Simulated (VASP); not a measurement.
# Al (P-1) in VASP: notebook

Al is run at these levels: PBE+D3(BJ); tasks: single point.

Everything below comes from runs of VASP 6.6.1. Logs are shortened: lines on timing, memory, paths and dates and some standing lists are left out, and cuts for length are marked.

## Step 1: The cell of the first run

The typed cell holds 6 atoms: a = 2.804 Å, b = 2.804 Å, c = 14.029 Å, α = 88.73°, β = 89.36°, γ = 60.00°.

## Step 2: Single point, PBE+D3(BJ) (the part above a cut slid along it)

Input file INCAR:

```
ALGO     = Fast           # electronic algorithm
EDIFF    = 1E-6           # SCF threshold, eV
ENCUT    = 520            # plane-wave cutoff, eV
GGA      = PE             # functional
ISIF     = 2              # what is computed and relaxed
ISMEAR   = 0              # smearing method
IVDW     = 12             # dispersion correction
LASPH    = T              # aspherical terms in the spheres
LCHARG   = T              # write CHGCAR
LELF     = T              # ELF
LREAL    = F              # projectors in reciprocal space
LVHAR    = T            
LWAVE    = F              # write WAVECAR
NBANDS   = 18             # bands
NELM     = 80             # most SCF steps
PREC     = Accurate       # precision mode
SIGMA    = 0.15           # smearing width, eV
```

Input file KPOINTS:

```
k-points
0
Gamma
  18 18 3
```

Input file POSCAR:

```
Al
1.0
   -2.8035700760      0.0000000000      0.0000000000
   -1.4017850380     -2.4279629071      0.0000000000
   -0.1557538931     -0.2697736563     14.0252688885
Al
6
Direct
    0.6666666667      0.6574055556      0.0833500000
    0.6666666667      0.6203685185      0.4166833333
    0.6666666667      0.5833314815      0.7500166667
    0.3333333333      0.2314796296      0.9166833333
    0.3333333333      0.3055537037      0.2500166667
    0.3333333333      0.2685166667      0.5833500000
```

Potentials or basis: VASP PAW PBE potentials, release 64 (Al).

On the command line:

```console
cat potpaw_PBE.64/Al/POTCAR > POTCAR
mpirun -np 1 vasp_std > vasp.out
```

OUTCAR:

```text
EDIFF = 1E-6
   ENCUT = 520
   GGA = PE
   ISIF = 2
   ISMEAR = 0
   IVDW = 12
   LASPH = T
   LREAL = F
   NELM = 80
   PREC = Accurate
 IVDW          = 12

 ion  position               nearest neighbor table
   1  0.667  0.657  0.083-   4 2.70   5 2.84   5 2.84   5 2.84   4 2.86   4 3.01
   2  0.667  0.620  0.417-   5 2.84   5 2.84   5 2.84   6 2.84   6 2.84   6 2.84
   3  0.667  0.583  0.750-   4 2.84   4 2.84   4 2.84   6 2.84   6 2.84   6 2.84
   4  0.333  0.231  0.917-   1 2.70   3 2.84   3 2.84   3 2.84   1 2.86   1 3.01
   5  0.333  0.306  0.250-   2 2.84   2 2.84   2 2.84   1 2.84   1 2.84   1 2.84
   6  0.333  0.269  0.583-   3 2.84   2 2.84   3 2.84   2 2.84   2 2.84   3 2.84

  LATTYP: Found a base centered monoclinic cell.
 ALAT       =     2.8035700760
 B/A-ratio  =     1.7320508076
 C/A-ratio  =     5.0038798562
 COS(beta)  =    -0.0222049918

  Lattice vectors:

 A1 = (   2.8035700760,   0.0000000000,   0.0000000000)
 A2 = (  -1.4017850380,   2.4279629071,   0.0000000000)
 A3 = (  -0.1557538931,  -0.2697736563,  14.0252688885)

Analysis of symmetry for initial positions (statically):
=====================================================================
 Subroutine PRICEL returns:
 Original cell was already a primitive cell.

 Routine SETGRP: Setting up the symmetry group for a
 base centered monoclinic supercell.

 Subroutine GETGRP returns: Found  2 space group operations
 (whereof  1 operations were pure point group operations)
 out of a pool of  4 trial point group operations.

The static configuration has the point symmetry C_1 .
 The point group associated with its full space group is S_2 .

Analysis of symmetry for dynamics (positions and initial velocities):
=====================================================================
 Subroutine PRICEL returns:
 Original cell was already a primitive cell.

 Routine SETGRP: Setting up the symmetry group for a
 base centered monoclinic supercell.

 Subroutine GETGRP returns: Found  2 space group operations
 (whereof  1 operations were pure point group operations)
 out of a pool of  4 trial point group operations.

The dynamic configuration has the point symmetry C_1 .
 The point group associated with its full space group is S_2 .

 Subroutine INISYM returns: Found  2 space group operations
 (whereof  1 operations are pure point group operations),
 and found     1 'primitive' translations

----------------------------------------------------------------------------------------

                                     Primitive cell

[... 106 lines left out ...]
   POTIM  = 0.5000    time-step for ionic-motion
   TEBEG  =    0.0;   TEEND  =   0.0 temperature during run
   PSTRESS=    0.0 pullay stress
   NELECT =      18.0000    total number of electrons
   NUPDOWN=      -1.0000    fix difference up-down
   EMIN   =  10.00;   EMAX   =-10.00  energy-range for DOS
   EFERMI =   0.00;   METHOD = LEGACY
   ISMEAR =     0;   SIGMA  =   0.15  broadening in eV -4-tet -1-fermi 0-gaus
   EFERMI_NEDOS =   21; number of points for ismear=-14 and -15
   IALGO  =     68    algorithm
   IMIX   =      4    mixing-type and parameters
     AMIX     =   0.40;   BMIX     =  1.00
     AMIX_MAG =   1.60;   BMIX_MAG =  1.00
  volume/ion in A,a.u.               =      15.91       107.38
  Fermi-wavevector in a.u.,A,eV,Ry     =   0.938737  1.773956 11.989833  0.881228
  Thomas-Fermi vector in A             =   2.065979
   LORBIT       =      0    0 simple, 1 ext, 2 COOP (PROOUT), +10 PAW based schemes
   GGA     = PE    functional components
   LHFCALC =     F    Hartree Fock is set to
   AEXX    =    0.0000 exact exchange contribution
   IVDW    =    12    specifies the selected vdW correction
   LEPSILON=     F    determine dielectric tensor
   LRPA    =     F    only Hartree local field effects (RPA)
 non-spin polarized calculation
 RMM-DIIS sequential band-by-band and
 Gauss-broadening in eV      SIGMA  =   0.15
  energy-cutoff  :      520.00
  volume of cell :       95.47
 maximum number of plane-waves:      2594
 NGX is ok and might be reduce to    24
   NGX = 11   NGY = 11   NGZ = 53

 number of electron      18.0000000 magnetization

 Free energy of the ion-electron system (eV)
  ---------------------------------------------------
  ext. energy  EPLUGINS =         0.00000000
  ---------------------------------------------------
  free energy    TOTEN  =       -22.23042266 eV

  energy without entropy =      -22.20413475  energy(sigma->0) =      -22.21727871

 E-fermi :   8.3817     XC(G=0): -10.3297

 val. band max:        8.3753826114   @ k =  -0.4444   0.2222  -0.3333
 cond. band min:       8.3817243777   @ k =   0.3889   0.3333   0.3333
 fundamental gap:      0.0063417663
 Fermi energy:         8.3816701967

 k-point     1 :       0.0000    0.0000    0.0000
  band No.  band energies     occupation
      1      -3.0065      2.00000
      2      -2.2575      2.00000
      3      -2.2546      2.00000
      4      -0.0288      2.00000
      5      -0.0283      2.00000
      6       3.5340      2.00000
[... 481 lines left out ...]
      5       3.1964      2.00000
      6       6.3356      2.00000
[... 10 lines left out ...]
     17      14.0888      0.00000
     18      14.2004      0.00000

 [... further k-points ...]

------------------------ aborting loop because EDIFF is reached ----------------------------------------

 Edisp (eV)   -2.09543

 E8    (eV) :    -0.9374

  FORCE on cell =-STRESS in cart. coord.  units (eV):
  Direction    XX          YY          ZZ          XY          YZ          ZX
  --------------------------------------------------------------------------------------
  -------------------------------------------------------------------------------------
  Total       0.44601     0.38336    -0.52718    -0.10711     0.23247    -0.00683
  in kB       7.48504     6.43364    -8.84713    -1.79751     3.90140    -0.11455
  external pressure =        1.69 kB  Pullay stress =        0.00 kB

 VOLUME and BASIS-vectors are now :
 -----------------------------------------------------------------------------
  energy-cutoff  :      520.00
  volume of cell :       95.47
      direct lattice vectors                 reciprocal lattice vectors
    -2.803570076  0.000000000  0.000000000    -0.356688070  0.205933953 -0.000000000
    -1.401785038 -2.427962907  0.000000000     0.000000000 -0.411867907 -0.007922209
    -0.155753893 -0.269773656 14.025268888     0.000000000  0.000000000  0.071299881

 POSITION                                       TOTAL-FORCE (eV/Angst)
 -----------------------------------------------------------------------------------
     -2.80357     -1.61864      1.16901         0.015616      0.143604      0.090308
     -2.80357     -1.61864      5.84410         0.001402      0.004504      0.002218
     -2.80357     -1.61864     10.51919         0.012140      0.022046      0.003917
     -1.40179     -0.80932     12.85673        -0.015616     -0.143604     -0.090308
     -1.40179     -0.80932      3.50655        -0.012140     -0.022046     -0.003917
     -1.40179     -0.80932      8.18164        -0.001402     -0.004504     -0.002218
 -----------------------------------------------------------------------------------
    total drift:                                0.000001      0.000001      0.000001

  FREE ENERGIE OF THE ION-ELECTRON SYSTEM (eV)
  ---------------------------------------------------
  free  energy   TOTEN  =       -24.3258483203 eV

  energy  without entropy=      -24.2995604080  energy(sigma->0) =      -24.31270436
```

Run time: 16 min. Hardware: 1 thread of Intel Xeon 8259CL, shared host; peak memory 0.69 GiB.

What came out:

```yaml
Free_energy: -24.3258 eV
Pressure: 0.2 GPa
Largest_force: 0.170 eV/Å
Band_gap_on_the_k_mesh: zero (bands 9 and 10 overlap by 5.57 eV)
Dispersion_energy_per_atom: -0.349 eV
```

Forces in eV/Å, atoms in the order of the input:
```
Al   0.016  0.144  0.090
Al   0.001  0.005  0.002
Al   0.012  0.022  0.004
Al  -0.016 -0.144 -0.090
Al  -0.012 -0.022 -0.004
Al  -0.001 -0.005 -0.002
```

Stress tensor (GPa, compression positive):
```
 0.75 -0.18 -0.01
-0.18  0.64  0.39
-0.01  0.39 -0.88
```

Caveat: the cell differs from its parent crystal (the part above a cut slid along it).

(Part 1 of 2 ends here.)
